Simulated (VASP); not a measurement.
Set up this calculation in VASP 6.6.1, as the native input.

```yaml
Task: single point
Functional: PBE
Dispersion: D3(BJ)
Potentials_or_basis: VASP PAW PBE potentials, release 64 (O, Li_sv)
Cutoff: 750 eV
k_mesh: 8 × 8 × 8
Occupations: gaussian, width 0.02 eV
Spin: no spin polarisation
Dipole_correction: no
Further_INCAR_settings: ALGO = Normal; EDIFF = 1e-06; NBANDS = 13
```

The structure of Li2O (f.bd3) lies in POSCAR:

```
Li2O
1.0
    0.0000000000      2.2615550665      2.2615550665
    2.2615550665      0.0000000000      2.2615550665
    2.2615550665      2.2615550665      0.0000000000
O Li
1 2
Direct
    0.0000000000      0.0000000000      0.0000000000
    0.2500000000      0.2500000000      0.2500000000
    0.7500000000      0.7500000000      0.7500000000
```

These files were run (other wordings do the same):

INCAR

```
PREC     = Accurate       # precision mode
ENCUT    = 750            # plane-wave cutoff, eV
EDIFF    = 1E-6           # SCF threshold, eV
ISMEAR   = 0              # smearing method
SIGMA    = 0.02           # smearing width, eV
LREAL    = False          # projectors in reciprocal space
LASPH    = True           # aspherical terms in the spheres
NELM     = 120            # most SCF steps
ALGO     = Normal         # electronic algorithm
ISIF     = 2              # what is computed and relaxed
LWAVE    = False          # write WAVECAR
LCHARG   = False          # write CHGCAR
GGA      = PE             # functional
IVDW     = 12             # dispersion correction
NBANDS   = 13             # bands
GGA_COMPAT= False
```

KPOINTS

```
regular mesh
0
Gamma
  8 8 8
```

Potentials or basis: VASP PAW PBE potentials, release 64 (O, Li_sv).

Command:

```bash
$ cat potpaw_PBE.64/O/POTCAR potpaw_PBE.64/Li_sv/POTCAR > POTCAR
$ mpirun -np 1 vasp_std > vasp.out
```

Results of the run:

```
Pressure                   : -0.2 GPa
Band gap on the k mesh     : 5.10 eV, indirect (least direct gap 5.75 eV)
Dispersion energy per atom : -0.282 eV
```

It took 31 s on 1 thread of Intel Xeon 8259CL, with other jobs on the host, peak memory 0.17 GiB.
